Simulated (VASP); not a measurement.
## SiNi: single point with RPBE

Crystal: SiNi.

```
CELL_PARAMETERS angstrom
4.54924 0.00000 0.00000
0.00000 4.54924 0.00000
0.00000 0.00000 4.54924
ATOMIC_POSITIONS crystal
Ni 0.14834 0.14834 0.14834
Ni 0.64834 0.35166 0.85166
Ni 0.85166 0.64834 0.35166
Ni 0.35166 0.85166 0.64834
Si 0.84649 0.84649 0.84649
Si 0.34649 0.65351 0.15351
Si 0.15351 0.34649 0.65351
Si 0.65351 0.15351 0.34649
```

| Quantity | Value |
| --- | --- |
| Program | VASP 6.6.1 |
| Task | single point |
| Functional | RPBE |
| Potentials or basis | VASP PAW PBE potentials, release 64 (Ni, Si) |
| Cutoff | 520 eV |
| k mesh | 6 × 6 × 6 |
| Occupations | fermi-dirac, width 0.05 eV |
| Spin | collinear spin, ferromagnetic start |
| Starting moments | [1.0, 1.0, 1.0, 1.0, 0.0, 0.0, 0.0, 0.0] μB |
| Dipole correction | no |
| Further INCAR settings | ALGO = Normal; EDIFF = 1e-07; NBANDS = 42 |

| Item | Value |
| --- | --- |
| Pressure | -0.2 GPa |
| Largest force | 0.005 eV/Å |
| Band gap on the k mesh | zero (filled and empty bands overlap) |
| Net moment | 0.00 μB per cell |
| Valence electrons inside the program's atomic spheres | Ni 9.47; Si 1.57 |

Forces on the atoms (eV/Å):
```
Ni  -0.001 -0.001 -0.001
Ni  -0.001  0.001  0.001
Ni   0.001 -0.001  0.001
Ni   0.001  0.001 -0.001
Si   0.003  0.003  0.003
Si   0.003 -0.003 -0.003
Si  -0.003  0.003 -0.003
Si  -0.003 -0.003  0.003
```

Levels at points of the mesh, in eV from the Fermi level:
Spin up:
| k point | band 25 | band 26 | band 27 | band 28 | band 29 | band 30 | band 31 | band 32 |
| --- | --- | --- | --- | --- | --- | --- | --- | --- |
| (0.00, 0.00, 0.00) | -1.49 | -1.49 | -1.49 | 0.95 | 0.95 | 0.95 | 1.40 | 1.40 |
| (0.50, 0.00, 0.00) | -1.84 | -1.84 | -0.54 | -0.54 | -0.18 | -0.18 | 2.71 | 2.71 |
| (0.50, 0.50, 0.00) | -1.40 | -1.40 | -0.89 | -0.89 | 0.34 | 0.34 | 0.88 | 0.88 |
| (0.50, 0.50, 0.50) | -1.65 | -1.65 | -1.65 | -1.65 | 4.08 | 4.08 | 4.08 | 4.08 |
Spin down:
```tsv
k point	band 26	band 27	band 28	band 29	band 30	band 31
(0.00, 0.00, 0.00)	-1.49	-1.49	0.95	0.95	0.95	1.40
(0.50, 0.00, 0.00)	-1.84	-0.54	-0.54	-0.18	-0.18	2.71
(0.50, 0.50, 0.00)	-1.40	-0.89	-0.89	0.34	0.34	0.88
(0.50, 0.50, 0.50)	-1.65	-1.65	-1.65	4.08	4.08	4.08
```

It took 4 min on 1 thread of Oxide Virtual Turin-like Processor, with other jobs on the host, peak memory 0.28 GiB.

Caveat: the PAW data sets were made with another functional, which shifts forces and pressure a little.
